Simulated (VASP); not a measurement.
# NaCl (Pm-3m) in VASP: notebook

The runs below take NaCl through single point, with PBE+U.

Everything below comes from runs of VASP 6.6.1. Logs are shortened: lines on timing, memory, paths and dates and some standing lists are left out, and cuts for length are marked.

### 1 The cell of the first run

Symmetry: Pm-3m, No. 221, cubic system. The conventional cell has a = 3.502 Å, b = 3.502 Å, c = 3.502 Å, α = 90.00°, β = 90.00°, γ = 90.00°. Na (site symmetry m-3m) has 8 Cl at 3.03 Å and 6 Na at 3.50 Å within 4.0 Å. Within 4.0 Å of Cl (site symmetry m-3m) lie 8 Na at 3.03 Å and 6 Cl at 3.50 Å.

### 2 Single point, PBE+U

INCAR reads:

```
SYSTEM = NaCl
  PREC = Accurate
  ENCUT = 1130
  EDIFF = 1E-6
  ISMEAR = 0
  SIGMA = 0.1
  LREAL = .FALSE.
  LASPH = .TRUE.
  NELM = 200
  ALGO = Normal
  ISIF = 2
  LWAVE = .FALSE.
  LCHARG = .FALSE.
  LDAU = .TRUE.
  LDAUTYPE = 2
  LDAUL = -1 1
  LDAUU = 0 1.9
  LDAUJ = 0 0
  LDAUPRINT = 1
  GGA = PE
  NBANDS = 15
  GGA_COMPAT = .FALSE.
```

KPOINTS reads:

```
regular mesh
0
G
  4 4 4
  0 0 0
```

POSCAR reads:

```
NaCl
1.0
    3.5021900000      0.0000000000      0.0000000000
    0.0000000000      3.5021900000      0.0000000000
    0.0000000000      0.0000000000      3.5021900000
Na Cl
1 1
Direct
    0.0000000000      0.0000000000      0.0000000000
    0.5000000000      0.5000000000      0.5000000000
```

Potentials or basis: VASP PAW PBE potentials, release 64 (Na_sv, Cl).

Command:

```bash
$ cat potpaw_PBE.64/Na_sv/POTCAR potpaw_PBE.64/Cl/POTCAR > POTCAR
$ mpirun -np 1 vasp_std > vasp.out
```

OUTCAR:

```text
SYSTEM = NaCl
   PREC = Accurate
   ENCUT = 1130
   EDIFF = 1E-6
   ISMEAR = 0
   LREAL = .FALSE.
   LASPH = .TRUE.
   NELM = 200
   ISIF = 2
   GGA = PE

 ion  position               nearest neighbor table
   1  0.000  0.000  0.000-
   2  0.500  0.500  0.500-

  LATTYP: Found a simple cubic cell.
 ALAT       =     3.5021900000

  Lattice vectors:

 A1 = (   3.5021900000,   0.0000000000,   0.0000000000)
 A2 = (   0.0000000000,   3.5021900000,   0.0000000000)
 A3 = (   0.0000000000,   0.0000000000,   3.5021900000)

Analysis of symmetry for initial positions (statically):
=====================================================================
 Subroutine PRICEL returns:
 Original cell was already a primitive cell.

 Routine SETGRP: Setting up the symmetry group for a
 simple cubic supercell.

 Subroutine GETGRP returns: Found 48 space group operations
 (whereof 48 operations were pure point group operations)
 out of a pool of 48 trial point group operations.

The static configuration has the point symmetry O_h .

Analysis of symmetry for dynamics (positions and initial velocities):
=====================================================================
 Subroutine PRICEL returns:
 Original cell was already a primitive cell.

 Routine SETGRP: Setting up the symmetry group for a
 simple cubic supercell.

 Subroutine GETGRP returns: Found 48 space group operations
 (whereof 48 operations were pure point group operations)
 out of a pool of 48 trial point group operations.

The dynamic configuration has the point symmetry O_h .

 Subroutine INISYM returns: Found 48 space group operations
 (whereof 48 operations are pure point group operations),
 and found     1 'primitive' translations

----------------------------------------------------------------------------------------

                                     Primitive cell

  volume of cell :      42.9555

  direct lattice vectors                    reciprocal lattice vectors
     3.502190000  0.000000000  0.000000000     0.285535622  0.000000000  0.000000000
     0.000000000  3.502190000  0.000000000     0.000000000  0.285535622  0.000000000
     0.000000000  0.000000000  3.502190000     0.000000000  0.000000000  0.285535622

  length of vectors
     3.502190000  3.502190000  3.502190000     0.285535622  0.285535622  0.285535622

  position of ions in fractional coordinates (direct lattice)
     0.000000000  0.000000000  0.000000000
     0.500000000  0.500000000  0.500000000

[... 75 lines left out ...]
   EFERMI =   0.00;   METHOD = LEGACY
   ISMEAR =     0;   SIGMA  =   0.10  broadening in eV -4-tet -1-fermi 0-gaus
   EFERMI_NEDOS =   21; number of points for ismear=-14 and -15
   IALGO  =     38    algorithm
   IMIX   =      4    mixing-type and parameters
     AMIX     =   0.40;   BMIX     =  1.00
     AMIX_MAG =   1.60;   BMIX_MAG =  1.00
  volume/ion in A,a.u.               =      21.48       144.94
  Fermi-wavevector in a.u.,A,eV,Ry     =   1.177900  2.225908 18.877385  1.387449
  Thomas-Fermi vector in A             =   2.314239
   LORBIT       =      0    0 simple, 1 ext, 2 COOP (PROOUT), +10 PAW based schemes
 LDA+U is selected, type is set to LDAUTYPE =  2
   angular momentum for each species LDAUL =    -1    1
   U (eV)           for each species LDAUU =   0.0  1.9
   J (eV)           for each species LDAUJ =   0.0  0.0
   GGA     = PE    functional components
   LHFCALC =     F    Hartree Fock is set to
   AEXX    =    0.0000 exact exchange contribution
   IVDW    =     0    specifies the selected vdW correction
   LEPSILON=     F    determine dielectric tensor
   LRPA    =     F    only Hartree local field effects (RPA)
 non-spin polarized calculation
 Gauss-broadening in eV      SIGMA  =   0.10
  energy-cutoff  :     1130.00
  volume of cell :       42.96
 maximum number of plane-waves:      3743
 NGX is ok and might be reduce to    40
   NGX = 19   NGY = 19   NGZ = 19

 number of electron      16.0000003 magnetization

 Free energy of the ion-electron system (eV)
  ---------------------------------------------------
  ext. energy  EPLUGINS =         0.00000000
  ---------------------------------------------------
  free energy    TOTEN  =        -5.10206229 eV

  energy without entropy =       -5.10206229  energy(sigma->0) =       -5.10206229

 E-fermi :   1.1401     XC(G=0):  -8.3735

 val. band max:        0.5807948371   @ k =   0.5000   0.5000   0.0000
 cond. band min:       4.6517444156   @ k =   0.0000   0.0000   0.0000
 fundamental gap:      4.0709495785
 Fermi energy:         1.1400538291

 k-point     1 :       0.0000    0.0000    0.0000
  band No.  band energies     occupation
      1     -49.5581      2.00000
      2     -21.4545      2.00000
      3     -21.4545      2.00000
      4     -21.4545      2.00000
      5     -12.6376      2.00000
      6       0.0959      2.00000
      7       0.0959      2.00000
      8       0.0959      2.00000
      9       4.6517      0.00000
     10       9.2724      0.00000
     11       9.2724      0.00000
     12      16.3388      0.00000
     13      16.3388      0.00000
     14      16.3448      0.00000
[... 149 lines left out ...]
      2     -21.4806      2.00000
      3     -21.4806      2.00000
      4     -21.4806      2.00000
      5     -11.7373      2.00000
      6      -1.2446      2.00000
      7      -1.2446      2.00000
      8      -1.2446      2.00000
      9       7.7951      0.00000
     10       7.7951      0.00000
     11       7.7951      0.00000
     12      12.3123      0.00000
     13      16.5478      0.00000
     14      16.5478      0.00000
     15      16.5478      0.00000

------------------------ aborting loop because EDIFF is reached ----------------------------------------

  FORCE on cell =-STRESS in cart. coord.  units (eV):
  Direction    XX          YY          ZZ          XY          YZ          ZX
  --------------------------------------------------------------------------------------
  -------------------------------------------------------------------------------------
  Total       -0.0418064     -0.0418064     -0.0418064     -0.0000000     -0.0000000      0.0000000
  in kB       -1.5593148     -1.5593148     -1.5593148     -0.0000000     -0.0000000      0.0000000
  external PRESSURE =      -1.5593148 kB  Pullay stress =       0.0000000 kB

 VOLUME and BASIS-vectors are now :
 -----------------------------------------------------------------------------
  energy-cutoff  :     1130.00
  volume of cell :       42.96
      direct lattice vectors                 reciprocal lattice vectors
     3.502190000  0.000000000  0.000000000     0.285535622  0.000000000  0.000000000
     0.000000000  3.502190000  0.000000000     0.000000000  0.285535622  0.000000000
     0.000000000  0.000000000  3.502190000     0.000000000  0.000000000  0.285535622

 POSITION                                       TOTAL-FORCE (eV/Angst)
 -----------------------------------------------------------------------------------
      0.00000      0.00000      0.00000         0.000000      0.000000      0.000000
      1.75110      1.75110      1.75110         0.000000      0.000000      0.000000
 -----------------------------------------------------------------------------------
    total drift:                                0.000000      0.000000     -0.000000

  FREE ENERGIE OF THE ION-ELECTRON SYSTEM (eV)
  ---------------------------------------------------
  free  energy   TOTEN  =        -5.1020622861 eV

  energy  without entropy=       -5.1020622861  energy(sigma->0) =       -5.10206229
```

OSZICAR:

```text
N       E                     dE             d eps       ncg     rms          rms(c)
DAV:   1     0.203433230848E+03    0.20343E+03   -0.11942E+04   300   0.181E+03
DAV:   2     0.647666035348E+01   -0.19696E+03   -0.17618E+03   356   0.370E+02
DAV:   3    -0.496890454979E+01   -0.11446E+02   -0.11380E+02   413   0.914E+01
DAV:   4    -0.535192217634E+01   -0.38302E+00   -0.38293E+00   353   0.169E+01
DAV:   5    -0.536314434108E+01   -0.11222E-01   -0.11222E-01   481   0.239E+00    0.248E+00
DAV:   6    -0.513545913071E+01    0.22769E+00   -0.20935E-01   321   0.306E+00    0.184E+00
DAV:   7    -0.510203550778E+01    0.33424E-01   -0.72737E-02   398   0.166E+00    0.128E+00
DAV:   8    -0.510208615674E+01   -0.50649E-04   -0.12047E-02   353   0.104E+00    0.380E-01
DAV:   9    -0.510194337481E+01    0.14278E-03   -0.29793E-04   412   0.166E-01    0.163E-01
DAV:  10    -0.510205764007E+01   -0.11427E-03   -0.16602E-04   321   0.939E-02    0.129E-02
DAV:  11    -0.510206210453E+01   -0.44645E-05   -0.82990E-06   414   0.241E-02    0.202E-03
DAV:  12    -0.510206228609E+01   -0.18156E-06   -0.29762E-07   255   0.671E-03
   1 F= -.51020623E+01 E0= -.51020623E+01  d E =-.690098E-16
```

Run time: 15 s. Hardware: 1 thread of Intel Xeon Platinum 8259CL at 2.50GHz (Skylake/Cascade Lake), shared host; peak memory 0.23 GiB.

Results:

```
Free energy            : -5.1021 eV
Pressure               : -0.2 GPa
Band gap on the k mesh : 4.07 eV (least direct gap 4.56 eV)
```

Levels at points of the mesh, in eV from the valence-band top:
| k point | band 6 | band 7 | band 8 | band 9 | band 10 | band 11 |
| --- | --- | --- | --- | --- | --- | --- |
| (0.00, 0.00, 0.00) | -0.48 | -0.48 | -0.48 | 4.07 | 8.69 | 8.69 |
| (0.50, 0.00, 0.00) | -2.91 | -0.25 | -0.25 | 7.02 | 8.61 | 10.62 |
| (0.50, 0.50, 0.00) | -2.24 | -2.24 | 0.00 | 5.63 | 10.00 | 11.09 |
| (0.50, 0.50, 0.50) | -1.83 | -1.83 | -1.83 | 7.21 | 7.21 | 7.21 |

Caveat: the k points lie up to 0.45 Å⁻¹ apart. A k mesh can miss the band edges.

### 3 Single point, PBE+U

INCAR reads:

```
SYSTEM = NaCl
  PREC = Accurate
  ENCUT = 1130
  EDIFF = 1E-6
  ISMEAR = 0
  SIGMA = 0.1
  LREAL = .False.
  LASPH = .True.
  NELM = 200
  ALGO = Normal
  ISIF = 2
  LWAVE = .False.
  LCHARG = .False.
  LDAU = .True.
  LDAUTYPE = 2
  LDAUL = -1 1
  LDAUU = 0 5.9
  LDAUJ = 0 0
  LDAUPRINT = 1
  GGA = PE
  NBANDS = 15
  GGA_COMPAT = .False.
```

KPOINTS reads:

```
regular mesh
0
Gamma
  6 6 6
  0 0 0
```

POSCAR is that of step 2.

Potentials or basis: VASP PAW PBE potentials, release 64 (Na_sv, Cl).

Command:

```bash
$ cat potpaw_PBE.64/Na_sv/POTCAR potpaw_PBE.64/Cl/POTCAR > POTCAR
$ mpirun -np 1 vasp_std > vasp.out
```

It took 39 s on 1 thread of AMD EPYC 7R43 (Zen 3), shared host; peak memory 0.2 GiB.

Results (log left out):

```
Free energy            : -2.2684 eV
Pressure               : -0.6 GPa
Band gap on the k mesh : 4.32 eV (least direct gap 4.79 eV)
```

Levels at points of the mesh, in eV from the valence-band top:
```tsv
k point	band 5	band 6	band 7	band 8	band 9	band 10	band 11	band 12
(0.00, 0.00, 0.00)	-12.83	-0.47	-0.47	-0.47	4.32	8.96	8.96	15.94
(0.50, 0.00, 0.00)	-12.47	-2.83	-0.24	-0.24	7.28	8.73	10.91	12.21
(0.50, 0.50, 0.00)	-12.19	-2.17	-2.17	0.00	5.86	10.28	11.24	11.24
(0.50, 0.50, 0.50)	-11.92	-1.78	-1.78	-1.78	7.46	7.46	7.46	11.93
```

### 4 Single point, PBE+U

INCAR reads:

```
SYSTEM = NaCl
PREC = Accurate ; ENCUT = 1130
EDIFF = 1E-6 ; ISMEAR = 0
SIGMA = 0.014 ; LREAL = .False.
LASPH = .True. ; NELM = 200
ALGO = Normal ; ISIF = 2
LWAVE = .False. ; LCHARG = .False.
LDAU = .True. ; LDAUTYPE = 2
LDAUL = -1 1 ; LDAUU = 0 1.2
LDAUJ = 0 0 ; LDAUPRINT = 1
GGA = PE ; NBANDS = 15
GGA_COMPAT = .False.
```

KPOINTS reads:

```
Automatic mesh
0
Gamma
  1 1 1
  0 0 0
```

POSCAR is that of step 3.

Command:

```bash
$ cat potpaw_PBE.64/Na_sv/POTCAR potpaw_PBE.64/Cl/POTCAR > POTCAR
$ mpirun -np 1 vasp_gam > vasp.out
```

Wall time 6.8 s (1 thread of Intel Xeon Platinum 8259CL at 2.50GHz (Skylake/Cascade Lake), shared host); peak memory 0.22 GiB.

It converged, with:

- Free energy: -1.1483 eV
- Pressure: 21.6 GPa

Levels at points of the mesh, in eV from the Fermi level:
| k point | band 4 | band 5 | band 6 | band 7 | band 8 | band 9 | band 10 | band 11 | band 12 | band 13 |
| --- | --- | --- | --- | --- | --- | --- | --- | --- | --- | --- |
| (0.00, 0.00, 0.00) | -22.84 | -12.67 | -0.08 | -0.08 | -0.08 | 3.90 | 8.69 | 8.69 | 15.43 | 15.43 |

Caveat: the k points lie up to 1.79 Å⁻¹ apart, too coarse for converged energies, forces and pressures.

### 5 Overview

```csv
U,k mesh,smearing,gap on the mesh (eV),pressure (GPa)
Cl p U = 1.9 eV,4 × 4 × 4,gaussian 0.1 eV,4.07,-0.2
Cl p U = 5.9 eV,6 × 6 × 6,gaussian 0.1 eV,4.32,-0.6
Cl p U = 1.2 eV,1 × 1 × 1,gaussian 0.014 eV,-,21.6
```

Alike in all rows: task single point; level PBE+U; potentials or basis VASP PAW PBE potentials, release 64 (Na_sv, Cl); no spin polarisation; cell as given; cutoff (eV) 1130.

Caveats: some runs use coarse meshes.

Absolute energies hang on the potentials; compare differences alone.
